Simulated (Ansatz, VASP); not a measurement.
**One calculation of La, two programs**

```xyz
2
Lattice="3.5760 0.0000 0.0000 -1.7880 3.0969 0.0000 0.0000 0.0000 5.9164" Properties=species:S:1:pos:R:3 pbc="T T T"
La    0.0000    2.0646    1.4791
La    1.7880    1.0323    4.4373
```

Alike in both runs: functional LDA; k mesh 14 × 14 × 8; occupations fermi-dirac, width 0.1 eV; no spin polarisation.

Ansatz relaxed the structure, and its values are those at the end. VASP's run is a single point on that final structure, the one shown.

```csv
,VASP,Ansatz
version,VASP 6.6.1,Ansatz 0.2.0
potentials or method,"VASP PAW LDA potentials, release 64 (La)","PAW with Ansatz's default frozen-core files, scalar-relativistic"
plane-wave cutoff (eV),520,420
valence electrons in the cell,22,22
```

```csv
,VASP,Ansatz,Ansatz less VASP
pressure (GPa),-0.1,0.0,+0.10
```

LDA's correlation is that of Perdew and Zunger in VASP and of Perdew and Wang (1992) in Ansatz.

Spin-orbit coupling is off throughout.
